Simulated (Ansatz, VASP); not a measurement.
## TlPd3: VASP beside Ansatz

File INCAR:

```
PREC = Accurate
ENCUT = 520
EDIFF = 1E-8
ISMEAR = -1
SIGMA = 0.03
LREAL = F
LASPH = T
NELM = 100
ALGO = Normal
ISIF = 2
LWAVE = F
LCHARG = F
LEFG = T
NBANDS = 30
```

Contents of KPOINTS:

```
Automatic mesh
0
Gamma
  12 12 12
```

The input POSCAR:

```
TlPd3
1.0
   -2.0903608308      2.0903608308      3.7961551193
    2.0903608308     -2.0903608308      3.7961551193
    2.0903608308      2.0903608308     -3.7961551193
Tl Pd
1 3
Direct
    0.0000000000      0.0000000000      0.0000000000
    0.5000000000      0.5000000000      0.0000000000
    0.7500000000      0.2500000000      0.5000000000
    0.2500000000      0.7500000000      0.5000000000
```

Input for Ansatz:

```yaml
crystal:
  lattice:
    - [-2.0903608308, 2.0903608308, 3.7961551193]
    - [2.0903608308, -2.0903608308, 3.7961551193]
    - [2.0903608308, 2.0903608308, -3.7961551193]
  atoms:
    - { symbol: Tl, position: [0.0, 0.0, 0.0] }
    - { symbol: Pd, position: [0.5, 0.5, 0.0] }
    - { symbol: Pd, position: [0.75, 0.25, 0.5] }
    - { symbol: Pd, position: [0.25, 0.75, 0.5] }
kpoints:
  mp_grid: { grid: [12, 12, 12] }
  band_path:
    path:
      - [0.0, 0.0, 0.0]
      - [0.0, 0.0, 0.5]
      - [0.25, 0.25, 0.25]
      - [0.0, 0.5, 0.0]
      - [0.0, 0.0, 0.0]
      - [0.5, 0.5, -0.5]
      - [0.3258044369, 0.6741955631, -0.3258044369]
      - [-0.3258044369, 0.3258044369, 0.3258044369]
      - [0.0, 0.0, 0.0]
    npoints: 8
scf:
  occupations: { method: fermi_dirac, width: 0.03 }
hamiltonian:
  xc: lda
  pseudopotentials: { kind: all_electron, datasets: crystal }
output:
  forces: true
  stress: true
  eigenvalues: true
  efg: { contact_densities: true }
```

Alike in both runs: task electric field gradients; functional LDA; k mesh 12 × 12 × 12; occupations fermi-dirac, width 0.03 eV; no spin polarisation.

|  | VASP | Ansatz |
| --- | --- | --- |
| version | VASP 6.6.1 | Ansatz 0.2.0 |
| potentials or method | VASP PAW LDA potentials, release 64 (Tl_d, Pd), cutoff 520 eV | all-electron PAW with datasets made for the crystal, scalar-relativistic |

Ansatz gave:

- pressure (GPa): -9.3
- traceless stress, the component that is largest in VASP (GPa): -0.11
- size of Vzz on the site where it differs most (V/Å²): 29.3

Q: Estimate VASP's values.

A: Pressure (GPa): -8.9; traceless stress, the component that is largest in VASP (GPa): -0.10; size of Vzz on the site where it differs most (V/Å²): 19.7.

LDA's correlation is that of Perdew and Zunger in VASP and of Perdew and Wang (1992) in Ansatz. Ansatz ran all-electron here, and VASP with PAW potentials.

Spin-orbit coupling is off throughout.
